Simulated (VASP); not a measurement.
# CuO (P4/mmm) in VASP: a series of runs, part 2 of 2

VASP 6.6.1. Earlier steps stand in the parts before.

**5. Single point, PBE**

This run uses another cell than the first one, of 11.48 Å³/atom.

Input file INCAR:

```
SYSTEM = CuO
  PREC = Accurate
  ENCUT = 820
  EDIFF = 1E-6
  ISMEAR = -1
  SIGMA = 0.05
  LREAL = .FALSE.
  LASPH = .TRUE.
  NELM = 120
  ALGO = Normal
  ISIF = 2
  LWAVE = .FALSE.
  LCHARG = .FALSE.
  GGA = PE
  NBANDS = 46
  GGA_COMPAT = .FALSE.
```

Input file KPOINTS:

```
Automatic mesh
0
G
  7 7 7
  0 0 0
```

Input file POSCAR:

```
CuO
1.0
    4.2231447276      0.0000000000      0.0000000000
    0.0000000000      4.2231447276      0.0000000000
    0.0000000000      0.0000000000      3.8619828824
Cu O
3 3
Direct
    0.5000000000      0.0000000000      0.5000000000
    0.0000000000      0.5000000000      0.5000000000
    0.0000000000      0.0000000000      0.0000000000
    0.0000000000      0.0000000000      0.5000000000
    0.5000000000      0.0000000000      0.0000000000
    0.0000000000      0.5000000000      0.0000000000
```

Potentials or basis: VASP PAW PBE potentials, release 64 (Cu_sv_GW, O).

On the command line:

```console
$ cat potpaw_PBE.64/Cu_sv_GW/POTCAR potpaw_PBE.64/O/POTCAR > POTCAR
$ mpirun -np 1 vasp_std > vasp.out
```

OUTCAR:

```text
SYSTEM = CuO
   PREC = Accurate
   ENCUT = 820
   EDIFF = 1E-6
   ISMEAR = -1
   LREAL = .FALSE.
   LASPH = .TRUE.
   NELM = 120
   ISIF = 2
   GGA = PE

 ion  position               nearest neighbor table
   1  0.500  0.000  0.500-   5 1.93   5 1.93   4 2.11   4 2.11
   2  0.000  0.500  0.500-   6 1.93   6 1.93   4 2.11   4 2.11
   3  0.000  0.000  0.000-   4 1.93   4 1.93   6 2.11   5 2.11   6 2.11   5 2.11
   4  0.000  0.000  0.500-   3 1.93   3 1.93   1 2.11   2 2.11   2 2.11   1 2.11
   5  0.500  0.000  0.000-   1 1.93   1 1.93   3 2.11   3 2.11
   6  0.000  0.500  0.000-   2 1.93   2 1.93   3 2.11   3 2.11

  LATTYP: Found a simple tetragonal cell.
 ALAT       =     4.2231447276
 C/A-ratio  =     0.9144803533

  Lattice vectors:

 A1 = (   4.2231447276,   0.0000000000,   0.0000000000)
 A2 = (   0.0000000000,   4.2231447276,   0.0000000000)
 A3 = (   0.0000000000,   0.0000000000,   3.8619828824)

Analysis of symmetry for initial positions (statically):
=====================================================================
 Subroutine PRICEL returns:
 Original cell was already a primitive cell.

 Routine SETGRP: Setting up the symmetry group for a
 simple tetragonal supercell.

 Subroutine GETGRP returns: Found 16 space group operations
 (whereof 16 operations were pure point group operations)
 out of a pool of 16 trial point group operations.

The static configuration has the point symmetry D_4h.

Analysis of symmetry for dynamics (positions and initial velocities):
=====================================================================
 Subroutine PRICEL returns:
 Original cell was already a primitive cell.

 Routine SETGRP: Setting up the symmetry group for a
 simple tetragonal supercell.

 Subroutine GETGRP returns: Found 16 space group operations
[... 129 lines left out ...]
   IMIX   =      4    mixing-type and parameters
     AMIX     =   0.40;   BMIX     =  1.00
     AMIX_MAG =   1.60;   BMIX_MAG =  1.00
  volume/ion in A,a.u.               =      11.48        77.47
  Fermi-wavevector in a.u.,A,eV,Ry     =   1.684229  3.182731 38.594661  2.836628
  Thomas-Fermi vector in A             =   2.767289
   LORBIT       =      0    0 simple, 1 ext, 2 COOP (PROOUT), +10 PAW based schemes
   GGA     = PE    functional components
   LHFCALC =     F    Hartree Fock is set to
   AEXX    =    0.0000 exact exchange contribution
   IVDW    =     0    specifies the selected vdW correction
   LEPSILON=     F    determine dielectric tensor
   LRPA    =     F    only Hartree local field effects (RPA)
 non-spin polarized calculation
  energy-cutoff  :      820.00
  volume of cell :       68.88
 maximum number of plane-waves:      3695
 NGX is ok and might be reduce to    40
   NGX = 19   NGY = 19   NGZ = 19

 number of electron      74.9999960 magnetization

 Free energy of the ion-electron system (eV)
  ---------------------------------------------------
  ext. energy  EPLUGINS =         0.00000000
  ---------------------------------------------------
  free energy    TOTEN  =       -28.19768841 eV

  energy without entropy =      -28.16438584  energy(sigma->0) =      -28.18103713

 E-fermi :   3.9195     XC(G=0): -11.3644

 val. band max:        3.9086184636   @ k =   0.4286   0.2857   0.2857
 cond. band min:       3.9243929121   @ k =   0.1429   0.1429   0.4286
 fundamental gap:      0.0157744485
 Fermi energy:         3.9195346203

 k-point     1 :       0.0000    0.0000    0.0000
  band No.  band energies     occupation
      1    -108.6674      2.00000
      2    -108.1919      2.00000
      3    -108.1912      2.00000
      4     -66.1382      2.00000
      5     -65.9909      2.00000
      6     -65.9909      2.00000
[... 1165 lines left out ...]
     45      14.8557      0.00000
     46      15.8547      0.00000

 [... further k-points ...]

------------------------ aborting loop because EDIFF is reached ----------------------------------------

  FORCE on cell =-STRESS in cart. coord.  units (eV):
  Direction    XX          YY          ZZ          XY          YZ          ZX
  --------------------------------------------------------------------------------------
  -------------------------------------------------------------------------------------
  Total       -0.4636438     -0.4636438     -0.4011673      0.0000000     -0.0000000      0.0000000
  in kB      -10.7848155    -10.7848155     -9.3315510      0.0000000     -0.0000000      0.0000000
  external PRESSURE =     -10.3003940 kB  Pullay stress =       0.0000000 kB

 VOLUME and BASIS-vectors are now :
 -----------------------------------------------------------------------------
  energy-cutoff  :      820.00
  volume of cell :       68.88
      direct lattice vectors                 reciprocal lattice vectors
     4.223144728  0.000000000  0.000000000     0.236790369  0.000000000  0.000000000
     0.000000000  4.223144728  0.000000000     0.000000000  0.236790369  0.000000000
     0.000000000  0.000000000  3.861982882     0.000000000  0.000000000  0.258934343

 POSITION                                       TOTAL-FORCE (eV/Angst)
 -----------------------------------------------------------------------------------
      2.11157      0.00000      1.93099         0.000000      0.000000      0.000000
      0.00000      2.11157      1.93099         0.000000      0.000000      0.000000
      0.00000      0.00000      0.00000         0.000000      0.000000      0.000000
      0.00000      0.00000      1.93099         0.000000      0.000000      0.000000
      2.11157      0.00000      0.00000         0.000000      0.000000      0.000000
      0.00000      2.11157      0.00000         0.000000      0.000000      0.000000
 -----------------------------------------------------------------------------------
    total drift:                               -0.000000     -0.000000     -0.000000

  FREE ENERGIE OF THE ION-ELECTRON SYSTEM (eV)
  ---------------------------------------------------
  free  energy   TOTEN  =       -28.1976884069 eV

  energy  without entropy=      -28.1643858448  energy(sigma->0) =      -28.18103713
```

OSZICAR:

```text
N       E                     dE             d eps       ncg     rms          rms(c)
DAV:   1     0.210435580031E+04    0.21044E+04   -0.53516E+04  5174   0.602E+03
DAV:   2     0.328105345783E+03   -0.17763E+04   -0.17006E+04  5368   0.139E+03
DAV:   3    -0.727425830701E+01   -0.33538E+03   -0.31722E+03  7112   0.857E+02
DAV:   4    -0.361354967963E+02   -0.28861E+02   -0.27668E+02  7280   0.269E+02
DAV:   5    -0.379453929479E+02   -0.18099E+01   -0.17817E+01  7088   0.586E+01    0.212E+01
DAV:   6    -0.355314795015E+02    0.24139E+01   -0.87203E+01  6544   0.363E+02    0.219E+01
DAV:   7    -0.284958736315E+02    0.70356E+01   -0.42385E+01  5896   0.309E+02    0.595E+00
DAV:   8    -0.284022789018E+02    0.93595E-01   -0.31462E+00  7152   0.321E+01    0.406E+00
DAV:   9    -0.283956798625E+02    0.65990E-02   -0.15623E+00  6808   0.600E+01    0.477E+00
DAV:  10    -0.282571247343E+02    0.13856E+00   -0.12082E+00  6408   0.507E+01    0.232E+00
DAV:  11    -0.282040954821E+02    0.53029E-01   -0.23037E-01  6904   0.205E+01    0.737E-01
DAV:  12    -0.281982236733E+02    0.58718E-02   -0.38929E-02  6736   0.490E+00    0.250E-01
DAV:  13    -0.281979299468E+02    0.29373E-03   -0.31814E-03  6976   0.177E+00    0.170E-01
DAV:  14    -0.281976884499E+02    0.24150E-03   -0.10308E-03  7312   0.124E+00    0.423E-02
DAV:  15    -0.281976881690E+02    0.28091E-06   -0.17575E-04  6600   0.396E-01    0.200E-02
DAV:  16    -0.281976884069E+02   -0.23789E-06   -0.98914E-06  4104   0.105E-01
   1 F= -.28197688E+02 E0= -.28181037E+02  d E =-.333026E-01
```

Run time: 2.7 min. Hardware: 1 thread of AMD EPYC 9R45 (Zen 5), shared host; peak memory 0.34 GiB.

What came out:

- Free energy: -28.1977 eV
- Pressure: -1.0 GPa
- Band gap on the k mesh: zero (an odd number of electrons rules out a gap without spin polarisation)

Levels at points of the mesh, in eV from the Fermi level:
```
           k point  band 35  band 36  band 37  band 38  band 39  band 40  band 41  band 42
(0.00, 0.00, 0.00)    -1.52    -1.51    -1.51    -1.44    -1.36     1.32     5.94     7.34
```

Caveat: an odd number of electrons without spin polarisation forces a metal; a magnetic or distorted state may lie lower; semilocal functionals often make such compounds metallic where correlation or magnetic order opens a gap, which also shifts bond lengths. With open d or f shells a metallic result of PBE can be an artefact of self-interaction; +U or a hybrid may open a gap.

**6. Single point, PBEsol**

This run uses another cell than the first one, of 10.81 Å³/atom.

Input file INCAR:

```
SYSTEM = CuO
  ALGO = Normal
  EDIFF = 1E-6
  ENCUT = 820
  GGA = PS
  GGA_COMPAT = .False.
  ISIF = 2
  ISMEAR = -1
  LASPH = .True.
  LCHARG = .False.
  LREAL = .False.
  LWAVE = .False.
  NBANDS = 46
  NELM = 120
  PREC = Accurate
  SIGMA = 0.05
```

Input file KPOINTS:

```
k-points
0
Gamma
  7 7 7
  0 0 0
```

Edit POSCAR of step 5 so:

```diff
@@ -2,5 +2,5 @@
 1.0
-    4.2231447276      0.0000000000      0.0000000000
-    0.0000000000      4.2231447276      0.0000000000
-    0.0000000000      0.0000000000      3.8619828824
+    4.1091842596      0.0000000000      0.0000000000
+    0.0000000000      4.1091842596      0.0000000000
+    0.0000000000      0.0000000000      3.8406322859
 Cu O
```

Potentials or basis: VASP PAW PBE potentials, release 64 (Cu_sv_GW, O).

On the command line:

```console
$ cat potpaw_PBE.64/Cu_sv_GW/POTCAR potpaw_PBE.64/O/POTCAR > POTCAR
$ mpirun -np 1 vasp_std > vasp.out
```

It took 2.5 min on 1 thread of Intel Xeon Platinum 8559C (Emerald Rapids), shared host; peak memory 0.37 GiB.

It converged, with:

| Quantity | Value |
| --- | --- |
| Free energy | -30.8483 eV |
| Pressure | -0.7 GPa |
| Band gap on the k mesh | zero (an odd number of electrons rules out a gap without spin polarisation) |

Stress tensor (GPa, compression positive):
```
-0.77  0.00  0.00
 0.00 -0.77  0.00
 0.00  0.00 -0.68
```

Levels at points of the mesh, in eV from the Fermi level:
| k point | band 35 | band 36 | band 37 | band 38 | band 39 | band 40 | band 41 | band 42 |
| --- | --- | --- | --- | --- | --- | --- | --- | --- |
| (0.00, 0.00, 0.00) | -1.60 | -1.60 | -1.59 | -1.52 | -1.39 | 1.31 | 6.15 | 7.73 |

Caveat: the PAW data sets were made with another functional, which shifts forces and pressure a little; an odd number of electrons without spin polarisation forces a metal; a magnetic or distorted state may lie lower; semilocal functionals often make such compounds metallic where correlation or magnetic order opens a gap, which also shifts bond lengths.

**7. Summary**

```csv
level,potentials or basis,cell,k mesh,cutoff (eV),gap on the mesh (eV),pressure (GPa)
PBEsol,"VASP PAW PBE potentials, release 64 (Cu, O)","a = 4.161, b = 4.161, c = 3.927 Å, 6 atoms",6 × 6 × 6,520,none,-6.8
PBEsol,"VASP PAW PBE potentials, release 64 (Cu, O)","a = 4.161, b = 4.161, c = 3.965 Å, 6 atoms",6 × 6 × 6,520,none,-8.6
PBEsol,"VASP PAW PBE potentials, release 64 (Cu, O)","a = 4.161, b = 4.161, c = 4.043 Å, 6 atoms",6 × 6 × 6,520,none,-11.7
PBE,"VASP PAW PBE potentials, release 64 (Cu_sv_GW, O)","a = 4.223, b = 4.223, c = 3.862 Å, 6 atoms",7 × 7 × 7,820,none,-1.0
PBEsol,"VASP PAW PBE potentials, release 64 (Cu_sv_GW, O)","a = 4.109, b = 4.109, c = 3.841 Å, 6 atoms",7 × 7 × 7,820,none,-0.7
```

Alike in all rows: task single point; no spin polarisation; smearing fermi-dirac 0.05 eV.

Caveats: an odd number of electrons without spin polarisation forces a metal; a magnetic or distorted state may lie lower; semilocal functionals often make such compounds metallic where correlation or magnetic order opens a gap, which also shifts bond lengths; the PAW data sets were made with another functional, which shifts forces and pressure a little (at least some runs); the stress differs along the axes, from -11 to -5 GPa (at least some runs); the stress differs along the axes, from -14 to -6 GPa (at least some runs); the stress differs along the axes, from -19 to -8 GPa (at least some runs).

Absolute energies hang on the potentials; compare differences alone.

The gap in the log of VASP goes by the Fermi energy; the results here count the filled bands.